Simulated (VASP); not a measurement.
# La16HO24 (a cell with a defect) (H interstitial hop between voids) in VASP: further runs, part 2 of 2

VASP 6.6.1. The steps go on from the part before.

**3. Single point, PBE, collinear spin**

Contents of INCAR:

```
SYSTEM = La16HO24
ALGO = Normal
EDIFF = 1E-6
ENCUT = 520
GGA = PE
ISIF = 2
ISMEAR = -1
ISPIN = 2
LASPH = .TRUE.
LCHARG = .FALSE.
LMAXMIX = 6
LORBIT = 11
LREAL = Auto
LWAVE = .FALSE.
MAGMOM = 0 0 0 0 0 0.01 0 0 0.01 0 0 0 0 0 0 0 0.06 0.06 0 0 0 0 0.06 0 0 0 0 0 0 0.06 0 0 0 0 0.06 0.06 0.01 0 0 0.01 0.58
NBANDS = 190
NELM = 150
NUPDOWN = 1.0
PREC = Accurate
SIGMA = 0.01
```

Contents of KPOINTS:

```
k-points
0
G
  1 1 1
  0 0 0
```

Contents of POSCAR:

```
La16HO24
1.0
    7.8811453700     -0.0000000600      0.0000000000
   -3.9405726400      6.8252721300      0.0000000000
    0.0000000000      0.0000000000     12.3757188400
La O H
16 24 1
Direct
    0.3339975440      0.1683026621      0.3755038082
    0.1683034333      0.3342172923      0.1241477664
    0.3331222937      0.1663250731      0.8755778813
    0.1662092285      0.3333716465      0.6240362719
    0.3341295136      0.6659946864      0.3754539148
    0.1665813829      0.8334925190      0.1226166289
    0.3330136436      0.6671014604      0.8757117412
    0.1667623861      0.8335034122      0.6230956580
    0.8333840546      0.1667454997      0.3770382388
    0.6658163864      0.3341480187      0.1241981229
    0.8333139162      0.1668950379      0.8765476992
    0.6670402817      0.3331743797      0.6239266453
    0.8317834690      0.6660738537      0.3754992705
    0.6659659078      0.8319808812      0.1241696678
    0.8339008734      0.6670088976      0.8756373237
    0.6669230279      0.8340707208      0.6240251711
    0.3315142814      0.1631072812      0.1790138331
    0.1629825602      0.3315524610      0.3206796377
    0.0010931328     -0.0007712967     -0.0006666761
    0.3335181356      0.1669717904      0.6785482678
    0.1668004006      0.3335903067      0.8210090879
   -0.0008907202      0.0010451253      0.5003556725
    0.3315346779      0.6686821321      0.1788139378
    0.1666839548      0.8335319581      0.3227050969
    0.0009130879      0.5020369240     -0.0008279408
    0.3334335365      0.6668450285      0.6788023808
    0.1667005296      0.8335323655      0.8197490202
   -0.0004936939      0.4985590247      0.5004160265
    0.8334240296      0.1668483263      0.1769498665
    0.6685189640      0.3315613279      0.3208757591
    0.4984989947     -0.0004026705     -0.0007356378
    0.8333290669      0.1668410781      0.6799069115
    0.6667416752      0.3335148853      0.8208964068
    0.5018651275      0.0007826327      0.5004765862
    0.8370370704      0.6686542814      0.1790511891
    0.6686266006      0.8372847306      0.3205773552
    0.5001400524      0.4998360041      0.0008652770
    0.8331946816      0.6667045268      0.6786168928
    0.6666708657      0.8333859425      0.8211019391
    0.4997963215      0.5004641145      0.4988207788
   -0.4999179363     -0.4998646119      0.2504887991
```

Potentials or basis: VASP PAW PBE potentials, release 64 (La, O, H).

On the command line:

```
$ cat potpaw_PBE.64/La/POTCAR potpaw_PBE.64/O/POTCAR potpaw_PBE.64/H/POTCAR > POTCAR
$ mpirun -np 1 vasp_gam > vasp.out
```

OUTCAR:

```text
SYSTEM = La16HO24
   EDIFF = 1E-6
   ENCUT = 520
   GGA = PE
   ISIF = 2
   ISMEAR = -1
   ISPIN = 2
   LASPH = .TRUE.
   LORBIT = 11
   LREAL = Auto
   NELM = 150
   NUPDOWN = 1.0
   PREC = Accurate

 ion  position               nearest neighbor table
   1  0.334  0.168  0.376-  24 2.38  18 2.38  30 2.38  17 2.43  40 2.73  22 2.76  34 2.76
   2  0.168  0.334  0.124-  29 2.38  17 2.38  23 2.38  18 2.43  37 2.73  19 2.76  25 2.76
   3  0.333  0.166  0.876-  27 2.37  21 2.37  33 2.38  20 2.44  31 2.74  19 2.74  37 2.75
   4  0.166  0.333  0.624-  26 2.37  32 2.37  20 2.38  21 2.44  28 2.73  22 2.74  40 2.75
   5  0.334  0.666  0.375-  24 2.38  18 2.38  36 2.38  23 2.43  40 2.73  28 2.76  34 2.76
   6  0.167  0.833  0.123-  35 2.36  17 2.36  23 2.36  24 2.48  19 2.73  25 2.73  31 2.73
[... 8 lines left out ...]
  15  0.834  0.667  0.876-  27 2.37  33 2.37  39 2.37  38 2.44  25 2.73  19 2.74  37 2.76
  16  0.667  0.834  0.624-  32 2.37  26 2.37  38 2.38  39 2.44  34 2.73  22 2.74  40 2.75
  17  0.332  0.163  0.179-   6 2.36  10 2.38   2 2.38   1 2.43
[... 8 lines left out ...]
  26  0.333  0.667  0.679-   4 2.37  16 2.37   8 2.38   7 2.44
  27  0.167  0.834  0.820-   3 2.37   7 2.37  15 2.37   8 2.43
  28  1.000  0.499  0.500-   9 2.73   4 2.73  12 2.74   8 2.74   5 2.76  13 2.76
[... 644 lines left out ...]
     7.881145370 -0.000000060  0.000000000     0.126885111  0.073257152  0.000000000
    -3.940572640  6.825272130  0.000000000     0.000000001  0.146514305  0.000000000
     0.000000000  0.000000000 12.375718840     0.000000000  0.000000000  0.080803387

 POSITION                                       TOTAL-FORCE (eV/Angst)
 -----------------------------------------------------------------------------------
      1.96907      1.14871      4.64713         0.001787     -0.018167     -0.010955
      0.00942      2.28112      1.53642        -0.017298     -0.010323      0.011112
      1.96997      1.13521     10.83591         0.002856     -0.009821     -0.017991
     -0.00376      2.27535      7.72290        -0.007863     -0.005346      0.019310
      0.00892      4.54559      4.64651        -0.015419      0.010967     -0.011243
     -1.97159      5.68881      1.51747         0.001469      0.000447      0.013720
[... 33 lines left out ...]
      1.96685      3.41580      6.17327         0.001488     -0.001502      0.014839
      1.97040      3.41356      3.09998        -0.000251      0.000023     -0.004726
 -----------------------------------------------------------------------------------
    total drift:                                0.001491      0.003649      0.009104

  FREE ENERGIE OF THE ION-ELECTRON SYSTEM (eV)
  ---------------------------------------------------
  free  energy   TOTEN  =      -334.0156442821 eV

  energy  without entropy=     -334.0156442821  energy(sigma->0) =     -334.01564428

 total charge

# of ion       s       p       d       f       tot
--------------------------------------------------
    1        2.016   5.700   0.618   0.243   8.577
    2        2.016   5.700   0.617   0.243   8.576
    3        2.016   5.700   0.622   0.243   8.581
    4        2.016   5.700   0.622   0.243   8.581
    5        2.016   5.701   0.617   0.242   8.576
    6        2.018   5.701   0.625   0.248   8.592
[... 33 lines left out ...]
   40        1.553   3.377   0.000   0.000   4.930
   41        0.433   0.004   0.000   0.000   0.438
--------------------------------------------------
tot         70.225 173.688   9.924   3.895 257.733

 magnetization (x)

# of ion       s       p       d       f       tot
--------------------------------------------------
    1       -0.000  -0.000  -0.003   0.002  -0.001
    2       -0.000  -0.000  -0.003   0.002  -0.001
    3        0.000  -0.000  -0.000   0.000   0.000
    4        0.000  -0.000  -0.000   0.000   0.000
    5       -0.000  -0.000  -0.003   0.002  -0.001
    6        0.005   0.001   0.002   0.008   0.016
[... 33 lines left out ...]
   40        0.000   0.011   0.000   0.000   0.011
   41        0.269   0.001   0.000   0.000   0.270
--------------------------------------------------
tot          0.289   0.336  -0.015   0.030   0.640
```

OSZICAR:

```text
N       E                     dE             d eps       ncg     rms          rms(c)
DAV:   1     0.675016006381E+04    0.67502E+04   -0.12166E+05   820   0.305E+03
DAV:   2     0.305435105467E+04   -0.36958E+04   -0.34767E+04   944   0.775E+02
[... 13 lines left out ...]
DAV:  16    -0.334015615138E+03   -0.13000E-03   -0.20044E-03  1496   0.164E-01    0.552E-02
DAV:  17    -0.334015625037E+03   -0.98989E-05   -0.47685E-04  1504   0.835E-02    0.300E-02
DAV:  18    -0.334015639007E+03   -0.13971E-04   -0.27561E-04  1496   0.554E-02    0.142E-02
DAV:  19    -0.334015642749E+03   -0.37412E-05   -0.53221E-05  1256   0.275E-02    0.812E-03
DAV:  20    -0.334015643417E+03   -0.66809E-06   -0.21373E-05   976   0.165E-02    0.299E-03
DAV:  21    -0.334015644282E+03   -0.86553E-06   -0.61532E-06   656   0.109E-02
   1 F= -.33401564E+03 E0= -.33401564E+03  d E =-.345877E-11  mag=     1.0000
```

stdout:

```text
POSCAR found type information on POSCAR LaO H
 POSCAR found :  3 types and      41 ions
 scaLAPACK will be used
 LDA part: xc-table for (Slater+PW92), standard interpolation
 POSCAR, INCAR and KPOINTS ok, starting setup
 FFT: planning ... GRIDC
 FFT: planning ... GRID_SOFT
 FFT: planning ... GRID
 WAVECAR not read
 entering main loop
```

Wall time 29 min (1 thread of Intel Xeon 6975P-C, shared host); peak memory 1 GiB.

Results:

* Free energy: -334.0156 eV
* Pressure: 1.0 GPa
* Largest force: 0.029 eV/Å
* Net moment: 1.00 μB per cell
* Site moments: La -0.00, +0.00, +0.02; O +0.05, +0.00, +0.01; H +0.27 μB
* Valence electrons inside the program's atomic spheres: La 8.58, 8.59; O 5.03, 4.93, 5.04; H 0.44

Forces on the atoms (eV/Å):
```
La   0.002 -0.018 -0.011
La  -0.017 -0.010  0.011
La   0.003 -0.010 -0.018
La  -0.008 -0.005  0.019
La  -0.015  0.011 -0.011
La   0.001  0.000  0.014
La  -0.006  0.008 -0.025
La  -0.003 -0.004  0.005
La   0.000  0.002 -0.012
La   0.016 -0.005  0.012
La   0.002 -0.005 -0.004
La   0.007 -0.001  0.028
La   0.017  0.011 -0.012
La   0.002  0.018  0.008
La   0.007  0.007 -0.024
La   0.001  0.006  0.024
O    0.000 -0.004 -0.004
O   -0.007  0.001  0.004
O    0.003  0.000  0.000
O   -0.003  0.001 -0.002
O    0.003 -0.002  0.008
O   -0.004  0.002 -0.003
O   -0.004  0.002 -0.002
O    0.000  0.000  0.017
O   -0.001  0.002  0.000
O   -0.001 -0.003 -0.005
O    0.001  0.000  0.005
O    0.000 -0.006  0.000
O   -0.001  0.003 -0.018
O    0.003 -0.001  0.004
O   -0.006 -0.002 -0.001
O    0.004  0.000 -0.008
O   -0.006  0.001  0.005
O    0.003  0.002 -0.003
O    0.003 -0.001 -0.009
O   -0.002  0.002  0.011
O    0.000 -0.001 -0.017
O    0.004  0.001 -0.006
O   -0.002  0.000  0.007
O    0.001 -0.002  0.015
H    0.000  0.000 -0.005
```

Caveat: the k points lie up to 0.92 Å⁻¹ apart; the total moment is fixed, so each spin has its own Fermi level.
